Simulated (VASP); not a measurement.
A run of VASP 6.6.1:

File INCAR:

```
SYSTEM = Ca3Co
PREC = Accurate
ENCUT = 520
EDIFF = 1E-6
ISMEAR = 0
SIGMA = 0.1
LREAL = .FALSE.
LASPH = .TRUE.
NELM = 150
ALGO = Normal
ISIF = 2
LWAVE = .FALSE.
LCHARG = .FALSE.
ISPIN = 2
MAGMOM = 0 0 0 1.02
LORBIT = 11
LMAXMIX = 4
GGA = PE
NBANDS = 32
```

Contents of KPOINTS:

```
regular mesh
0
G
  4 4 4
  0 0 0
```

Contents of POSCAR:

```
Ca3Co
1.0
    4.9150639908      0.0000000000      0.0000000000
    0.0000000000      4.9150639908      0.0000000000
    0.0000000000      0.0000000000      4.9150639908
Ca Co
3 1
Direct
    0.0000000000      0.5000000000      0.5000000000
    0.5000000000      0.0000000000      0.5000000000
    0.5000000000      0.5000000000      0.0000000000
    0.0000000000      0.0000000000      0.0000000000
```

Potentials or basis: VASP PAW PBE potentials, release 64 (Ca_sv, Co).

Run with:

```console
$ cat potpaw_PBE.64/Ca_sv/POTCAR potpaw_PBE.64/Co/POTCAR > POTCAR
$ mpirun -np 1 vasp_std > vasp.out
```

Hardware: 1 thread of Intel(R) Xeon(R) Platinum 8259CL CPU @ 2.50GHz (Skylake/Cascade Lake), with other jobs on the host.

Task: Estimate the wall time of this run.

Result: Run time: 2.1 min on 1 thread of Intel(R) Xeon(R) Platinum 8259CL CPU @ 2.50GHz (Skylake/Cascade Lake), with other jobs on the host, peak memory 0.3 GiB. Counts: scf iterations 24, k points 10.
